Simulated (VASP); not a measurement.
# AlRu: single point with PBEsol

AlRu:

```xyz
2
Lattice="2.9916 0.0000 0.0000 0.0000 2.9916 0.0000 0.0000 0.0000 2.9916" Properties=species:S:1:pos:R:3 pbc="T T T"
Al    0.0000    0.0000    0.0000
Ru    1.4958    1.4958    1.4958
```

```
Program             : VASP 6.6.1
Task                : single point
Functional          : PBEsol
Potentials or basis : VASP PAW PBE potentials, release 64 (Al, Ru_pv)
Cutoff              : 500 eV
k mesh              : 9 × 9 × 9
Occupations         : fermi-dirac, width 0.1 eV
Spin                : no spin polarisation
```

```yaml
Pressure: -3.1 GPa
Band_gap_on_the_k_mesh: zero (an odd number of electrons rules out a gap without spin polarisation)
```

Levels at points of the mesh, in eV from the Fermi level:
| k point | band 5 | band 6 | band 7 | band 8 | band 9 | band 10 | band 11 | band 12 | band 13 | band 14 |
| --- | --- | --- | --- | --- | --- | --- | --- | --- | --- | --- |
| (0.00, 0.00, 0.00) | -3.54 | -3.54 | 0.22 | 0.22 | 0.22 | 6.12 | 6.12 | 6.12 | 11.04 | 11.04 |

Wall time 8.3 s on 1 thread of AMD EPYC 7R13 Processor (Zen 3), on a shared host, peak memory 0.11 GiB.

Caveat: the cell stands under tension; the PAW data sets were made with another functional, which shifts forces and pressure a little.
